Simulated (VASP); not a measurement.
Input of a VASP 6.6.1 run:

Contents of INCAR:

```
SYSTEM = Ca3SbP
ALGO = Normal ; EDIFF = 1E-6
ENCUT = 520 ; ISIF = 2
ISMEAR = 0 ; LASPH = .TRUE.
LCHARG = .FALSE. ; LREAL = .FALSE.
LWAVE = .FALSE. ; NBANDS = 28
NELM = 80 ; PREC = Accurate
SIGMA = 0.1
```

File KPOINTS:

```
k-points
0
G
  4 4 4
  0 0 0
```

Contents of POSCAR:

```
Ca3SbP
1.0
    5.3824437700      0.0000000000      0.0000000000
    0.0000000000      5.3824437700      0.0000000000
    0.0000000000      0.0000000000      5.3824437700
Ca Sb P
3 1 1
Direct
    0.0000000000      0.5000000000      0.5000000000
    0.5000000000      0.0000000000      0.5000000000
    0.5000000000      0.5000000000      0.0000000000
    0.0000000000      0.0000000000      0.0000000000
    0.5000000000      0.5000000000      0.5000000000
```

Potentials or basis: VASP PAW LDA potentials, release 64 (Ca_sv, Sb, P).

Command:

```bash
$ cat potpaw_LDA.64/Ca_sv/POTCAR potpaw_LDA.64/Sb/POTCAR potpaw_LDA.64/P/POTCAR > POTCAR
$ mpirun -np 1 vasp_std > vasp.out
```

What does it give for the band gap on the k mesh?

0.51 eV.

Predict the pressure.

-2.7 GPa.

Caveat: spin-orbit coupling is left out, which moves the levels of the heavy elements. A k mesh can miss the band edges.
